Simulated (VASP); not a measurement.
# Pt: relaxation of cell and atoms with LDA

Pt:

```
Pt
1.0
     2.70882    0.00000    0.00000
    -1.35441    2.34591    0.00000
     0.00000    0.00000    4.68339
Pt
2
Direct
  0.66667 0.33333 0.75000
  0.33333 0.66667 0.25000
```

This isn't the form of Pt at room conditions, which is fcc.

```json
{
  "Program": "VASP 6.6.1",
  "Task": "relaxation of cell and atoms",
  "Functional": "LDA",
  "Potentials or basis": "VASP PAW LDA potentials, release 64 (Pt)",
  "Cutoff": "600 eV",
  "k mesh": "18 × 18 × 10",
  "Occupations": "gaussian, width 0.1 eV",
  "Spin": "no spin polarisation",
  "Dipole correction": "no",
  "Further INCAR settings": "ALGO = Fast; EDIFF = 1e-06; IBRION = 2; EDIFFG = -0.005; NSW = 100; ISIF = 3"
}
```

```
Relaxed volume                        : 14.90 Å³/atom
Relaxed cell                          : a = 2.712 Å, b = 2.712 Å, c = 4.676 Å, α = 90.00°, β = 90.00°, γ = 120.00°
Space group after relaxing (to 0.1 Å) : P6_3/mmc (No. 194)
Energy gained by relaxing             : 0.1 meV/atom
Ionic steps                           : 5
Pressure after relaxing               : 0.0 GPa
Band gap on the k mesh                : zero (bands 10 and 11 overlap by 1.40 eV)
```

Step by step:
```tsv
step	energy change (eV)	largest force (eV/Å)	pressure (GPa)	volume (Å³)
1	0.0000	0.0000	0.35	29.76
2	0.0002	0.0000	-1.14	29.90
3	-0.0001	0.0000	-0.18	29.81
4	-0.0002	0.0000	0.08	29.78
5	-0.0002	0.0000	0.01	29.79
```

Final structure:
```
CELL_PARAMETERS angstrom
2.71233 0.00000 0.00000
-1.35616 2.34894 0.00000
0.00000 0.00000 4.67585
ATOMIC_POSITIONS crystal
Pt 0.66667 0.33333 0.75000
Pt 0.33333 0.66667 0.25000
```

Levels at points of the mesh, in eV from the Fermi level:
```
           k point  band 8  band 9  band 10  band 11  band 12  band 13
(0.00, 0.00, 0.00)   -2.03   -2.03    -0.94    -0.23    -0.23     5.15
(0.50, 0.00, 0.00)    0.06    0.30     0.54     2.37     3.93     7.55
(0.00, 0.00, 0.50)   -3.77   -0.87    -0.87    -0.87    -0.87    12.46
(0.50, 0.00, 0.50)   -1.00    0.44     0.44     1.68     1.68     6.87
```

It took 4 min on 1 thread of Intel(R) Xeon(R) 6975P-C (Granite Rapids) (shared host), peak memory 0.22 GiB.

Caveat: spin-orbit coupling is left out, which moves the levels of the heavy elements.
